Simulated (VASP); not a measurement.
# AlAu (Pm-3m) in VASP: notebook, part 2 of 3

VASP 6.6.1. The steps go on from the part before.

### 4 Single point, r2SCAN

This run uses another cell than the first one, of 16.31 Å³/atom, 1.058 times its volume.

File POSCAR:

```
AlAu
1.0
    3.1950261643      0.0000000000      0.0000000000
    0.0000000000      3.1950261643      0.0000000000
    0.0000000000      0.0000000000      3.1950261643
Al Au
1 1
Direct
    0.0000000000      0.0000000000      0.0000000000
    0.5000000000      0.5000000000      0.5000000000
```

File INCAR.step1:

```
SYSTEM = AlAu
ALGO     = Normal         ! electronic algorithm
EDIFF    = 1E-4           ! SCF threshold, eV
ENCUT    = 520            ! plane-wave cutoff, eV
GGA      = PE             ! functional
ISMEAR   = 0              ! smearing method
LASPH    = .True.         ! aspherical terms in the spheres
LCHARG   = .False.        ! write CHGCAR
LREAL    = .False.        ! projectors in reciprocal space
LWAVE    = .True.         ! write WAVECAR
NBANDS   = 14             ! bands
NELM     = 60             ! most SCF steps
PREC     = Accurate       ! precision mode
SIGMA    = 0.05           ! smearing width, eV
```

File INCAR.step2:

```
SYSTEM = AlAu
ALGO     = Normal         ! electronic algorithm
EDIFF    = 1E-6           ! SCF threshold, eV
ENCUT    = 520            ! plane-wave cutoff, eV
ISIF     = 2              ! what is computed and relaxed
ISMEAR   = 0              ! smearing method
ISTART   = 1            
LASPH    = .True.         ! aspherical terms in the spheres
LCHARG   = .False.        ! write CHGCAR
LMIXTAU  = .True.       
LREAL    = .False.        ! projectors in reciprocal space
LWAVE    = .False.        ! write WAVECAR
METAGGA  = R2SCAN         ! meta-GGA
NBANDS   = 14             ! bands
NELM     = 60             ! most SCF steps
PREC     = Accurate       ! precision mode
SIGMA    = 0.05           ! smearing width, eV
```

File KPOINTS:

```
k-points
0
Gamma
  9 9 9
  0 0 0
```

Potentials or basis: VASP PAW PBE potentials, release 64 (Al, Au).

Run with:

```
$ cat potpaw_PBE.64/Al/POTCAR potpaw_PBE.64/Au/POTCAR > POTCAR
$ cp INCAR.step1 INCAR
$ mpirun -np 1 vasp_std > vasp.out
$ cp INCAR.step2 INCAR
$ mpirun -np 1 vasp_std > vasp.out
```

OUTCAR:

```text
SYSTEM = AlAu
   EDIFF = 1E-6
   ENCUT = 520
   ISIF = 2
   ISMEAR = 0
   ISTART = 1
   LASPH = .True.
   LREAL = .False.
   METAGGA = R2SCAN
   NELM = 60
   PREC = Accurate

 ion  position               nearest neighbor table
   1  0.000  0.000  0.000-   2 2.77   2 2.77   2 2.77   2 2.77   2 2.77   2 2.77   2 2.77   2 2.77

   2  0.500  0.500  0.500-   1 2.77   1 2.77   1 2.77   1 2.77   1 2.77   1 2.77   1 2.77   1 2.77

  LATTYP: Found a simple cubic cell.
 ALAT       =     3.1950261643

  Lattice vectors:

 A1 = (   3.1950261643,   0.0000000000,   0.0000000000)
 A2 = (   0.0000000000,   3.1950261643,   0.0000000000)
 A3 = (   0.0000000000,   0.0000000000,   3.1950261643)

Analysis of symmetry for initial positions (statically):
=====================================================================
 Subroutine PRICEL returns:
 Original cell was already a primitive cell.

 Routine SETGRP: Setting up the symmetry group for a
 simple cubic supercell.

 Subroutine GETGRP returns: Found 48 space group operations
 (whereof 48 operations were pure point group operations)
 out of a pool of 48 trial point group operations.

The static configuration has the point symmetry O_h .

Analysis of symmetry for dynamics (positions and initial velocities):
=====================================================================
 Subroutine PRICEL returns:
 Original cell was already a primitive cell.

 Routine SETGRP: Setting up the symmetry group for a
 simple cubic supercell.

 Subroutine GETGRP returns: Found 48 space group operations
 (whereof 48 operations were pure point group operations)
 out of a pool of 48 trial point group operations.

The dynamic configuration has the point symmetry O_h .

 Subroutine INISYM returns: Found 48 space group operations
 (whereof 48 operations are pure point group operations),
 and found     1 'primitive' translations

----------------------------------------------------------------------------------------

                                     Primitive cell
[... 116 lines left out ...]
   METAGGA = R2SCAN    functional components
   LHFCALC =     F    Hartree Fock is set to
   AEXX    =    0.0000 exact exchange contribution
   IVDW    =     0    specifies the selected vdW correction
   LEPSILON=     F    determine dielectric tensor
   LRPA    =     F    only Hartree local field effects (RPA)
 non-spin polarized calculation
 Gauss-broadening in eV      SIGMA  =   0.05
  energy-cutoff  :      520.00
  volume of cell :       32.62
 maximum number of plane-waves:       897
 NGX is ok and might be reduce to    24
   NGX = 11   NGY = 11   NGZ = 11

 number of electron      14.0000003 magnetization

 Free energy of the ion-electron system (eV)
  ---------------------------------------------------
  ext. energy  EPLUGINS =         0.00000000
  ---------------------------------------------------
  free energy    TOTEN  =       -57.80380928 eV

  energy without entropy =      -57.80275572  energy(sigma->0) =      -57.80328250

 E-fermi :  10.0069     XC(G=0): -12.5991

 val. band max:        9.9790592119   @ k =   0.2222   0.2222   0.0000
 cond. band min:      10.0327474115   @ k =   0.3333   0.3333   0.1111
 fundamental gap:      0.0536881997
 Fermi energy:        10.0069462056

 k-point     1 :       0.0000    0.0000    0.0000
  band No.  band energies     occupation
      1      -2.2883      2.00000
      2       2.7875      2.00000
      3       2.7875      2.00000
      4       4.8580      2.00000
      5       4.8580      2.00000
      6       4.8580      2.00000
      7      12.9589      0.00000
      8      12.9589      0.00000
      9      12.9589      0.00000
     10      17.6407      0.00000
     11      17.6407      0.00000
     12      17.7137      0.00000
     13      27.5765      0.00000
     14      27.5765      0.00000
[... 377 lines left out ...]
      1       1.4694      2.00000
      2       2.6973      2.00000
      3       3.6424      2.00000
      4       3.9053      2.00000
      5       4.5716      2.00000
      6       5.4988      2.00000
      7       7.0804      2.00000
      8      10.7044      0.00000
      9      12.5895      0.00000
     10      16.3171      0.00000
     11      18.7967      0.00000
     12      20.4253      0.00000
     13      22.6055      0.00000
     14      24.4754      0.00000

 [... further k-points ...]
[... 5 lines left out ...]
  --------------------------------------------------------------------------------------
  -------------------------------------------------------------------------------------
  Total       -0.4401879     -0.4401879     -0.4401879      0.0000000      0.0000000      0.0000000
  in kB      -21.6234719    -21.6234719    -21.6234719      0.0000000      0.0000000      0.0000000
  external PRESSURE =     -21.6234719 kB  Pullay stress =       0.0000000 kB

 VOLUME and BASIS-vectors are now :
 -----------------------------------------------------------------------------
  energy-cutoff  :      520.00
  volume of cell :       32.62
      direct lattice vectors                 reciprocal lattice vectors
     3.195026164  0.000000000  0.000000000     0.312986482  0.000000000  0.000000000
     0.000000000  3.195026164  0.000000000     0.000000000  0.312986482  0.000000000
     0.000000000  0.000000000  3.195026164     0.000000000  0.000000000  0.312986482

 POSITION                                       TOTAL-FORCE (eV/Angst)
 -----------------------------------------------------------------------------------
      0.00000      0.00000      0.00000         0.000000      0.000000      0.000000
      1.59751      1.59751      1.59751         0.000000      0.000000      0.000000
 -----------------------------------------------------------------------------------
    total drift:                                0.000000     -0.000000     -0.000000

  FREE ENERGIE OF THE ION-ELECTRON SYSTEM (eV)
  ---------------------------------------------------
  free  energy   TOTEN  =       -57.8038092789 eV

  energy  without entropy=      -57.8027557235  energy(sigma->0) =      -57.80328250
```

It took 26 s on 1 thread of Intel Xeon Platinum 8124M at 3.00GHz (Skylake/Cascade Lake), shared host; peak memory 0.15 GiB.

Results:

| Property | Result |
| --- | --- |
| Free energy | -57.8038 eV |
| Pressure | -2.2 GPa |
| Band gap on the k mesh | zero (band 7 reaches 12.96 eV, above the bottom of band 8 at 9.07 eV) |

Caveat: the PAW data sets were made with another functional, which shifts forces and pressure a little; spin-orbit coupling is left out, which moves the levels of the heavy elements.

### 5 Single point, r2SCAN

This run uses another cell than the first one, of 16.75 Å³/atom, 1.087 times its volume.

File POSCAR:

```
AlAu
1.0
    3.2239420000      0.0000000000      0.0000000000
    0.0000000000      3.2239420000      0.0000000000
    0.0000000000      0.0000000000      3.2239420000
Al Au
1 1
Direct
    0.0000000000      0.0000000000      0.0000000000
    0.5000000000      0.5000000000      0.5000000000
```

File INCAR.step1:

```
PREC = Accurate
ENCUT = 520
ISMEAR = 0
SIGMA = 0.05
LREAL = F
LASPH = T
NELM = 60
NBANDS = 14
GGA = PE
ALGO = Normal
EDIFF = 1E-4
LWAVE = T
LCHARG = F
```

File INCAR.step2:

```
PREC = Accurate
ENCUT = 520
EDIFF = 1E-7
ISMEAR = 0
SIGMA = 0.05
LREAL = F
LASPH = T
NELM = 60
ALGO = Normal
ISIF = 2
LWAVE = F
LCHARG = T
METAGGA = R2SCAN
LMIXTAU = T
LELF = T
LVHAR = T
NBANDS = 14
ISTART = 1
```

File KPOINTS:

```
regular mesh
0
Gamma
  9 9 9
```

Run with:

```
$ cat potpaw_PBE.64/Al/POTCAR potpaw_PBE.64/Au/POTCAR > POTCAR
$ cp INCAR.step1 INCAR
$ mpirun -np 1 vasp_std > vasp.out
$ cp INCAR.step2 INCAR
$ mpirun -np 1 vasp_std > vasp.out
```

It took 31 s on 1 thread of Intel Xeon Platinum 8124M at 3.00GHz (Skylake/Cascade Lake), shared host; peak memory 0.15 GiB.

The run converged. Its results:

```yaml
Free_energy: -57.7833 eV
Pressure: -5.2 GPa
Band_gap_on_the_k_mesh: zero (band 7 reaches 12.55 eV, above the bottom of band 8 at 8.67 eV)
```

Levels at points of the mesh, in eV from the Fermi level:
| k point | band 4 | band 5 | band 6 | band 7 | band 8 | band 9 | band 10 | band 11 |
| --- | --- | --- | --- | --- | --- | --- | --- | --- |
| (0.00, 0.00, 0.00) | -5.01 | -5.01 | -5.01 | 2.97 | 2.97 | 2.97 | 7.41 | 7.61 |

Caveat: the PAW data sets were made with another functional, which shifts forces and pressure a little; spin-orbit coupling is left out, which moves the levels of the heavy elements.

(Part 2 of 3 ends here.)
